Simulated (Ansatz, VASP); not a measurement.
**Te5Pd in VASP and in Ansatz**

```
Te Pd
1.0
     3.78428    2.18486    3.57068
    -3.78428    2.18486    3.57068
     0.00000   -4.36971    3.57068
Te Pd
5 1
Direct
  0.14418 0.14418 0.14418
  0.53036 0.46964 0.00000
  0.00000 0.53036 0.46964
  0.85582 0.85582 0.85582
  0.46964 0.00000 0.53036
  0.50000 0.50000 0.50000
```

Change from the starting cell: species swapped into the Ti5Si type (R32, No. 155).

Alike in both runs: functional PBE; k mesh 6 × 6 × 6; occupations gaussian, width 0.1 eV; no spin polarisation.

Ansatz relaxed the structure, and its values are those at the end. VASP's run is a single point on that final structure, the one shown.

```csv
,VASP,Ansatz
version,VASP 6.6.1,Ansatz 0.2.0
potentials or method,"VASP PAW PBE potentials, release 64 (Te, Pd), cutoff 520 eV","scalar-relativistic, plane waves, PAW"
valence electrons in the cell,40,98
```

|  | VASP | Ansatz | Ansatz less VASP |
| --- | --- | --- | --- |
| gap on the k mesh at the Fermi level (eV) | none | none | - |
| pressure (GPa) | 0.0 | 0.1 | +0.07 |

A gap of «none» marks a metal or a gap that the smearing closes. VASP's potentials hold 40 valence electrons a cell and Ansatz's 98, so a difference there can come from the potentials and not from the codes.

Neither program's run includes spin-orbit coupling.
